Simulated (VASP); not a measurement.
Sr: single point with PBEsol

The system is Sr.

```
CELL_PARAMETERS angstrom
-0.32117 2.89054 2.89054
2.89054 -0.32117 2.89054
2.89054 2.89054 -0.32117
ATOMIC_POSITIONS crystal
Sr 0.00000 0.00000 0.00000
```

This cell differs from its parent crystal: ratio of the length along [111] to the lengths across it x 0.85, volume and fractional coordinates fixed.

```yaml
Program: VASP 6.6.1
Task: single point
Functional: PBEsol
Potentials_or_basis: VASP PAW PBE potentials, release 64 (Sr_sv)
Cutoff: 520 eV
k_mesh: 10 × 10 × 10
Occupations: gaussian, width 0.03 eV
Spin: no spin polarisation
```

- Pressure: -0.7 GPa
- Band gap on the k mesh: zero (band 5 reaches 1.63 eV, above the bottom of band 6 at 1.28 eV)

Stress tensor (GPa, compression positive):
```
-0.66  1.04  1.04
 1.04 -0.66  1.04
 1.04  1.04 -0.66
```

Levels at points of the mesh, in eV from the Fermi level:
| k point | band 1 | band 2 | band 3 | band 4 | band 5 | band 6 | band 7 | band 8 | band 9 | band 10 |
| --- | --- | --- | --- | --- | --- | --- | --- | --- | --- | --- |
| (0.00, 0.00, 0.00) | -36.55 | -18.45 | -18.45 | -18.45 | -3.54 | 1.83 | 1.83 | 3.24 | 3.96 | 3.96 |
| (0.50, 0.00, 0.00) | -36.54 | -18.64 | -18.46 | -18.46 | -1.20 | -0.04 | 1.72 | 3.06 | 4.30 | 4.50 |
| (0.50, 0.50, 0.00) | -36.53 | -18.66 | -18.55 | -18.48 | -0.52 | 0.39 | 1.14 | 4.43 | 4.57 | 4.63 |
| (0.50, 0.50, 0.50) | -36.53 | -18.70 | -18.51 | -18.51 | -0.64 | 0.84 | 1.84 | 1.84 | 5.15 | 5.15 |

It took 64 s on 1 thread of Intel(R) Xeon(R) Platinum 8488C (Sapphire Rapids) (shared host), peak memory 0.21 GiB.

Caveat: the PAW data sets were made with another functional, which shifts forces and pressure a little.
